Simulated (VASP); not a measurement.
# EuS (Fm-3m) in VASP: notebook

EuS is run at these levels: r2SCAN; tasks: single point.

Everything below comes from runs of VASP 6.6.1. Logs are shortened: lines on timing, memory, paths and dates and some standing lists are left out, and cuts for length are marked.

**1. The cell of the first run**

The structure is cubic, space group Fm-3m (No. 225). Conventional cell: a = 6.102 Å, b = 6.102 Å, c = 6.102 Å, α = 90.00°, β = 90.00°, γ = 90.00°. Eu (site symmetry m-3m) has 6 S at 3.05 Å within 4.0 Å. S (site symmetry m-3m) has 6 Eu at 3.05 Å within 4.0 Å.

**2. Single point, r2SCAN, collinear spin, ferromagnetic start**

Contents of POSCAR:

```
EuS
1.0
    0.0000000000      3.0511748259      3.0511748259
    3.0511748259      0.0000000000      3.0511748259
    3.0511748259      3.0511748259      0.0000000000
Eu S
1 1
Direct
    0.0000000000      0.0000000000      0.0000000000
    0.5000000000      0.5000000000      0.5000000000
```

Contents of INCAR.step1:

```
SYSTEM = EuS
PREC = Accurate
ENCUT = 800
ISMEAR = 1
SIGMA = 0.1
LREAL = .FALSE.
LASPH = .TRUE.
NELM = 200
ISPIN = 2
MAGMOM = 7 0
LMAXMIX = 6
NBANDS = 22
GGA = PE
ALGO = Normal
EDIFF = 1E-5
LWAVE = .TRUE.
LCHARG = .FALSE.
GGA_COMPAT = .FALSE.
```

Contents of INCAR.step2:

```
SYSTEM = EuS
PREC = Accurate
ENCUT = 800
EDIFF = 1E-6
ISMEAR = 1
SIGMA = 0.1
LREAL = .FALSE.
LASPH = .TRUE.
NELM = 200
ALGO = Normal
ISIF = 2
LWAVE = .FALSE.
LCHARG = .FALSE.
ISPIN = 2
MAGMOM = 7 0
LORBIT = 11
LMAXMIX = 6
METAGGA = R2SCAN
LMIXTAU = .TRUE.
NBANDS = 22
ISTART = 1
GGA_COMPAT = .FALSE.
```

Contents of KPOINTS:

```
regular mesh
0
G
  8 8 8
  0 0 0
```

Potentials or basis: VASP PAW PBE potentials, release 64 (Eu, S).

Run with:

```sh
> cat potpaw_PBE.64/Eu/POTCAR potpaw_PBE.64/S/POTCAR > POTCAR
> cp INCAR.step1 INCAR
> mpirun -np 1 vasp_std > vasp.out
> cp INCAR.step2 INCAR
> mpirun -np 1 vasp_std > vasp.out
```

OUTCAR:

```text
SYSTEM = EuS
   PREC = Accurate
   ENCUT = 800
   EDIFF = 1E-6
   ISMEAR = 1
   LREAL = .FALSE.
   LASPH = .TRUE.
   NELM = 200
   ISIF = 2
   ISPIN = 2
   LORBIT = 11
   METAGGA = R2SCAN
   ISTART = 1

 ion  position               nearest neighbor table
   1  0.000  0.000  0.000-   2 3.05   2 3.05   2 3.05   2 3.05   2 3.05   2 3.05
   2  0.500  0.500  0.500-   1 3.05   1 3.05   1 3.05   1 3.05   1 3.05   1 3.05

  LATTYP: Found a face centered cubic cell.
 ALAT       =     6.1023496518

  Lattice vectors:

 A1 = (   0.0000000000,   3.0511748259,   3.0511748259)
 A2 = (   3.0511748259,   0.0000000000,   3.0511748259)
 A3 = (   3.0511748259,   3.0511748259,   0.0000000000)

Analysis of symmetry for initial positions (statically):
=====================================================================
 Subroutine PRICEL returns:
 Original cell was already a primitive cell.

 Routine SETGRP: Setting up the symmetry group for a
 face centered cubic supercell.

 Subroutine GETGRP returns: Found 48 space group operations
 (whereof 48 operations were pure point group operations)
 out of a pool of 48 trial point group operations.

The static configuration has the point symmetry O_h .

Analysis of symmetry for dynamics (positions and initial velocities):
=====================================================================
 Subroutine PRICEL returns:
 Original cell was already a primitive cell.

 Routine SETGRP: Setting up the symmetry group for a
 face centered cubic supercell.

 Subroutine GETGRP returns: Found 48 space group operations
 (whereof 48 operations were pure point group operations)
 out of a pool of 48 trial point group operations.

The dynamic configuration has the point symmetry O_h .

Analysis of structural, dynamic, and magnetic symmetry:
=====================================================================
 Subroutine PRICEL returns:
 Original cell was already a primitive cell.

 Routine SETGRP: Setting up the symmetry group for a
 face centered cubic supercell.

 Subroutine GETGRP returns: Found 48 space group operations
 (whereof 48 operations were pure point group operations)
 out of a pool of 48 trial point group operations.

The overall configuration has the point symmetry O_h .

 Subroutine INISYM returns: Found 48 space group operations
 (whereof 48 operations are pure point group operations),
 and found     1 'primitive' translations

----------------------------------------------------------------------------------------

                                     Primitive cell

  volume of cell :      56.8108

  direct lattice vectors                    reciprocal lattice vectors
     0.000000000  3.051174826  3.051174826    -0.163871305  0.163871305  0.163871305
     3.051174826  0.000000000  3.051174826     0.163871305 -0.163871305  0.163871305
     3.051174826  3.051174826  0.000000000     0.163871305  0.163871305 -0.163871305

  length of vectors
     4.315012820  4.315012820  4.315012820     0.283833426  0.283833426  0.283833426

  position of ions in fractional coordinates (direct lattice)
     0.000000000  0.000000000  0.000000000
     0.500000000  0.500000000  0.500000000

  ion indices of the primitive-cell ions
   primitive index   ion index
                 1           1
                 2           2

----------------------------------------------------------------------------------------

 KPOINTS: regular mesh

Automatic generation of k-mesh.
 Grid dimensions read from file:
 generate k-points for:    8    8    8

 Generating k-lattice:

  Cartesian coordinates                     Fractional coordinates (reciprocal lattice)
    -0.020483913  0.020483913  0.020483913     0.125000000  0.000000000  0.000000000
     0.020483913 -0.020483913  0.020483913     0.000000000  0.125000000  0.000000000
     0.020483913  0.020483913 -0.020483913     0.000000000  0.000000000  0.125000000

  Length of vectors
     0.035479178  0.035479178  0.035479178

  Shift w.r.t. Gamma in fractional coordinates (k-lattice)
     0.000000000  0.000000000  0.000000000

 Subroutine IBZKPT returns following result:
 ===========================================

 Found     29 irreducible k-points:

 Following reciprocal coordinates:
            Coordinates               Weight
  0.000000  0.000000  0.000000      1.000000
  0.125000  0.000000  0.000000      8.000000
  0.250000  0.000000  0.000000      8.000000
  0.375000  0.000000  0.000000      8.000000
  0.500000  0.000000  0.000000      4.000000
  0.125000  0.125000  0.000000      6.000000
[... 16 lines left out ...]
  0.500000  0.250000  0.125000     48.000000
 -0.375000  0.250000  0.125000     24.000000
 [... further k-points ...]
   k-points           NKPTS =     29   k-points in BZ     NKDIM =     29   number of bands    NBANDS=     22
   number of dos      NEDOS =    301   number of ions     NIONS =      2
   total plane-waves  NPLWV =  64000
   dimension x,y,z NGX =    40 NGY =   40 NGZ =   40
   dimension x,y,z NGXF=    80 NGYF=   80 NGZF=   80
   ions per type =               1   1
   NGX,Y,Z   is equivalent  to a cutoff of  15.41, 15.41, 15.41 a.u.
   NGXF,Y,Z  is equivalent  to a cutoff of  30.82, 30.82, 30.82 a.u.
 SYSTEM =  EuS
   PREC   = accura    normal or accurate (medium, high low for compatibility)
   ISTART =      1    job   : 0-new  1-cont  2-samecut
   ICHARG =      0    charge: 1-file 2-atom 10-const
   ISPIN  =      2    spin polarized calculation?
   LNONCOLLINEAR =      F non collinear calculations
   LSORBIT =      F    spin-orbit coupling
   LASPH  =      T    aspherical Exc in radial PAW
   ENCUT  =  800.0 eV  58.80 Ry    7.67 a.u.   9.95  9.95  9.95*2*pi/ulx,y,z
   NELM   =    200;   NELMIN=  2; NELMDL=  0     # of ELM steps
   EDIFF  = 0.1E-05   stopping-criterion for ELM
   LREAL  =      F    real-space projection
   EDIFFG = 0.1E-04   stopping-criterion for IOM
   NSW    =      0    number of steps for IOM
   IBRION =     -1    ionic relax: 0-MD 1-quasi-New 2-CG
   NFREE  =      0    steps in history (QN), initial steepest desc. (CG)
   ISIF   =      2    stress and relaxation
   ISYM   =      2    0-nonsym 1-usesym 2-fastsym
   POTIM  = 0.5000    time-step for ionic-motion
   TEBEG  =    0.0;   TEEND  =   0.0 temperature during run
   PSTRESS=    0.0 pullay stress
   NELECT =      23.0000    total number of electrons
   NUPDOWN=      -1.0000    fix difference up-down
   EMIN   =  10.00;   EMAX   =-10.00  energy-range for DOS
   EFERMI =   0.00;   METHOD = LEGACY
   ISMEAR =     1;   SIGMA  =   0.10  broadening in eV -4-tet -1-fermi 0-gaus
   EFERMI_NEDOS =   21; number of points for ismear=-14 and -15
   IALGO  =     38    algorithm
   IMIX   =      4    mixing-type and parameters
     AMIX     =   0.40;   BMIX     =  1.00
     AMIX_MAG =   1.60;   BMIX_MAG =  1.00
  volume/ion in A,a.u.               =      28.41       191.69
  Fermi-wavevector in a.u.,A,eV,Ry     =   1.211082  2.288614 19.955944  1.466721
  Thomas-Fermi vector in A             =   2.346609
   LORBIT       =     11    0 simple, 1 ext, 2 COOP (PROOUT), +10 PAW based schemes
   METAGGA = R2SCAN    functional components
   LHFCALC =     F    Hartree Fock is set to
   AEXX    =    0.0000 exact exchange contribution
   IVDW    =     0    specifies the selected vdW correction
   LEPSILON=     F    determine dielectric tensor
   LRPA    =     F    only Hartree local field effects (RPA)
 spin polarized calculation
 Methfessel and Paxton  Order N= 1 SIGMA  =   0.10
  energy-cutoff  :      800.00
  volume of cell :       56.81
 maximum number of plane-waves:      2954
   NGX = 19   NGY = 19   NGZ = 19

 number of electron      22.9999999 magnetization       7.0000323

 Free energy of the ion-electron system (eV)
  ---------------------------------------------------
  ext. energy  EPLUGINS =         0.00000000
  ---------------------------------------------------
  free energy    TOTEN  =       -52.51638249 eV

  energy without entropy =      -52.52869035  energy(sigma->0) =      -52.52048511

 E-fermi :   3.7910     XC(G=0):  -9.7269

 val. band max:        3.7791175107   @ k =   0.2500   0.2500   0.0000
 cond. band min:       3.7986942340   @ k =   0.1250   0.0000   0.0000
 fundamental gap:      0.0195767234
 Fermi energy:         3.7910269888

 spin component 1

 k-point     1 :       0.0000    0.0000    0.0000
  band No.  band energies     occupation
      1     -39.1336      1.00000
      2     -17.2696      1.00000
      3     -17.2696      1.00000
      4     -17.2696      1.00000
      5     -10.0938      1.00000
      6       0.9078      1.00000
[... 14 lines left out ...]
     21       6.0237      0.00000
     22      11.5643      0.00000
[... 552 lines left out ...]
  band No.  band energies     occupation
      1     -39.1232      1.00000
      2     -17.4670      1.00000
      3     -17.3389      1.00000
      4     -17.3063      1.00000
      5      -9.5057      1.00000
      6      -1.0366      1.00000
[... 14 lines left out ...]
     21       9.9833      0.00000
     22      10.8137      0.00000

 [... further k-points ...]

 spin component 2

 k-point     1 :       0.0000    0.0000    0.0000
  band No.  band energies     occupation
      1     -35.4406      1.00000
      2     -14.6652      1.00000
      3     -14.6652      1.00000
      4     -14.6652      1.00000
      5     -10.1263      1.00000
      6       1.0192      1.00000
[... 14 lines left out ...]
     21      10.1941      0.00000
     22      12.8752      0.00000
[... 552 lines left out ...]
  band No.  band energies     occupation
      1     -35.4244      1.00000
      2     -14.9975      1.00000
      3     -14.7652      1.00000
      4     -14.7172      1.00000
      5      -9.4795      1.00000
      6      -0.8115      1.00000
[... 14 lines left out ...]
     21      11.3271      0.00000
     22      11.9447      0.00000

 [... further k-points ...]

------------------------ aborting loop because EDIFF is reached ----------------------------------------

  FORCE on cell =-STRESS in cart. coord.  units (eV):
  Direction    XX          YY          ZZ          XY          YZ          ZX
  --------------------------------------------------------------------------------------
  -------------------------------------------------------------------------------------
  Total       -1.8779378     -1.8779378     -1.8779378      0.0000000      0.0000000      0.0000000
  in kB      -52.9615282    -52.9615282    -52.9615282      0.0000000      0.0000000      0.0000000
  external PRESSURE =     -52.9615282 kB  Pullay stress =       0.0000000 kB

 VOLUME and BASIS-vectors are now :
 -----------------------------------------------------------------------------
  energy-cutoff  :      800.00
  volume of cell :       56.81
      direct lattice vectors                 reciprocal lattice vectors
     0.000000000  3.051174826  3.051174826    -0.163871305  0.163871305  0.163871305
     3.051174826  0.000000000  3.051174826     0.163871305 -0.163871305  0.163871305
     3.051174826  3.051174826  0.000000000     0.163871305  0.163871305 -0.163871305

 POSITION                                       TOTAL-FORCE (eV/Angst)
 -----------------------------------------------------------------------------------
      0.00000      0.00000      0.00000        -0.000000     -0.000000      0.000000
      3.05117      3.05117      3.05117         0.000000      0.000000     -0.000000
 -----------------------------------------------------------------------------------
    total drift:                                0.000000     -0.000000     -0.000000

  FREE ENERGIE OF THE ION-ELECTRON SYSTEM (eV)
  ---------------------------------------------------
  free  energy   TOTEN  =       -52.5163824851 eV

  energy  without entropy=      -52.5286903471  energy(sigma->0) =      -52.52048511

 total charge

# of ion       s       p       d       f       tot
--------------------------------------------------
    1        2.031   5.804   0.231   6.729  14.796
    2        1.304   2.443   0.000   0.000   3.747
--------------------------------------------------
tot          3.335   8.248   0.231   6.729  18.544

 magnetization (x)

# of ion       s       p       d       f       tot
--------------------------------------------------
    1       -0.026  -0.193   0.068   6.709   6.558
    2       -0.008  -0.071   0.000   0.000  -0.079
--------------------------------------------------
tot         -0.034  -0.264   0.068   6.709   6.479
```

Wall time 12 min (1 thread of Oxide Virtual Turin-like, shared host); peak memory 0.37 GiB.

Results:

```
Free energy                                           : -52.5164 eV
Pressure                                              : -5.3 GPa
Band gap on the k mesh                                : zero (filled and empty bands overlap)
Net moment                                            : 7.00 μB per cell
Site moments                                          : Eu +6.56; S -0.08 μB
Valence electrons inside the program's atomic spheres : Eu 14.80; S 3.75
```

Levels at points of the mesh, in eV from the Fermi level:
Spin up:
```
           k point  band 12  band 13  band 14  band 15  band 16  band 17  band 18  band 19
(0.00, 0.00, 0.00)    -0.17     0.11     0.11     0.11     0.97     1.39     1.39     1.39
(0.50, 0.00, 0.00)    -0.18    -0.18    -0.17    -0.16     3.12     3.37     3.78     3.78
(0.50, 0.50, 0.00)    -0.21    -0.21    -0.17    -0.02    -0.02     3.29     3.34     4.56
```
Spin down:
| k point | band 5 | band 6 | band 7 | band 8 | band 9 | band 10 | band 11 | band 12 |
| --- | --- | --- | --- | --- | --- | --- | --- | --- |
| (0.00, 0.00, 0.00) | -13.92 | -2.77 | -2.77 | -2.77 | 1.61 | 2.23 | 2.23 | 2.23 |
| (0.50, 0.00, 0.00) | -13.12 | -5.07 | -3.77 | -3.77 | 3.24 | 4.25 | 5.01 | 5.01 |
| (0.50, 0.50, 0.00) | -13.62 | -3.91 | -3.13 | -3.13 | 0.26 | 4.25 | 4.38 | 5.69 |

Caveat: the cell stands under tension; the PAW data sets were made with another functional, which shifts forces and pressure a little; spin-orbit coupling is left out, which moves the levels of the heavy elements; a cell with one magnetic atom can't hold antiferromagnetic order, which such compounds often take; semilocal functionals describe open f shells poorly, which spoils levels, moments and volumes. The state reached can hang on the start; a lower one may exist.

**3. Single point, r2SCAN, collinear spin, ferromagnetic start**

This run uses another cell than the first one, of 29.07 Å³/atom.

Contents of POSCAR:

```
EuS
1.0
    0.0000000000      3.0746463239      3.0746463239
    3.0746463239      0.0000000000      3.0746463239
    3.0746463239      3.0746463239      0.0000000000
Eu S
1 1
Direct
    0.0000000000      0.0000000000      0.0000000000
    0.5000000000      0.5000000000      0.5000000000
```

Contents of INCAR.step1:

```
PREC     = Accurate       # precision mode
ENCUT    = 800            # plane-wave cutoff, eV
ISMEAR   = 1              # smearing method
SIGMA    = 0.1            # smearing width, eV
LREAL    = F              # projectors in reciprocal space
LASPH    = T              # aspherical terms in the spheres
NELM     = 200            # most SCF steps
ISPIN    = 2              # spin polarisation
MAGMOM   = 7 0            # initial moments
LMAXMIX  = 6              # l up to which the mixer works
NBANDS   = 22             # bands
GGA      = PE             # functional
ALGO     = Normal         # electronic algorithm
EDIFF    = 1E-5           # SCF threshold, eV
LWAVE    = T              # write WAVECAR
LCHARG   = F              # write CHGCAR
GGA_COMPAT= F
```

Contents of INCAR.step2:

```
PREC     = Accurate       # precision mode
ENCUT    = 800            # plane-wave cutoff, eV
EDIFF    = 1E-6           # SCF threshold, eV
ISMEAR   = 1              # smearing method
SIGMA    = 0.1            # smearing width, eV
LREAL    = F              # projectors in reciprocal space
LASPH    = T              # aspherical terms in the spheres
NELM     = 200            # most SCF steps
ALGO     = Normal         # electronic algorithm
ISIF     = 2              # what is computed and relaxed
LWAVE    = F              # write WAVECAR
LCHARG   = T              # write CHGCAR
ISPIN    = 2              # spin polarisation
MAGMOM   = 7 0            # initial moments
LORBIT   = 11             # projections on sites
LMAXMIX  = 6              # l up to which the mixer works
METAGGA  = R2SCAN         # meta-GGA
LMIXTAU  = T            
LELF     = T              # ELF
LVHAR    = T            
NBANDS   = 22             # bands
ISTART   = 1            
GGA_COMPAT= F
```

Contents of KPOINTS:

```
regular mesh
0
Gamma
  8 8 8
```

Potentials or basis: VASP PAW PBE potentials, release 64 (Eu, S).

Run with:

```sh
> cat potpaw_PBE.64/Eu/POTCAR potpaw_PBE.64/S/POTCAR > POTCAR
> cp INCAR.step1 INCAR
> mpirun -np 1 vasp_std > vasp.out
> cp INCAR.step2 INCAR
> mpirun -np 1 vasp_std > vasp.out
```

Run time: 13 min. Hardware: 1 thread of Oxide Virtual Turin-like, shared host; peak memory 0.37 GiB.

It converged, with:

| Property | Result |
| --- | --- |
| Free energy | -52.4700 eV |
| Pressure | -6.0 GPa |
| Band gap on the k mesh | zero (filled and empty bands overlap) |
| Net moment | 7.00 μB per cell |
| Site moments | Eu +6.56; S -0.08 μB |
| Valence electrons inside the program's atomic spheres | Eu 14.79; S 3.74 |

Levels at points of the mesh, in eV from the Fermi level:
Spin up:
```tsv
k point	band 13	band 14	band 15	band 16	band 17	band 18
(0.00, 0.00, 0.00)	0.10	0.10	0.10	0.87	1.42	1.42
(0.50, 0.00, 0.00)	-0.17	-0.16	-0.15	3.07	3.32	3.73
(0.50, 0.50, 0.00)	-0.19	-0.15	-0.02	-0.02	3.23	3.27
```
Spin down:
```csv
k point,band 6,band 7,band 8,band 9,band 10,band 11
"(0.00, 0.00, 0.00)",-2.75,-2.75,-2.75,1.50,2.26,2.26
"(0.50, 0.00, 0.00)",-4.99,-3.71,-3.71,3.20,4.18,4.95
"(0.50, 0.50, 0.00)",-3.89,-3.11,-3.11,0.32,4.14,4.36
```

Caveat: the cell stands under tension; the PAW data sets were made with another functional, which shifts forces and pressure a little; spin-orbit coupling is left out, which moves the levels of the heavy elements; a cell with one magnetic atom can't hold antiferromagnetic order, which such compounds often take; semilocal functionals describe open f shells poorly, which spoils levels, moments and volumes. With open d or f shells a metallic result of r2SCAN can be an artefact of self-interaction; +U or a hybrid may open a gap.

The gap in the log of VASP goes by the Fermi energy; the results here count the filled bands.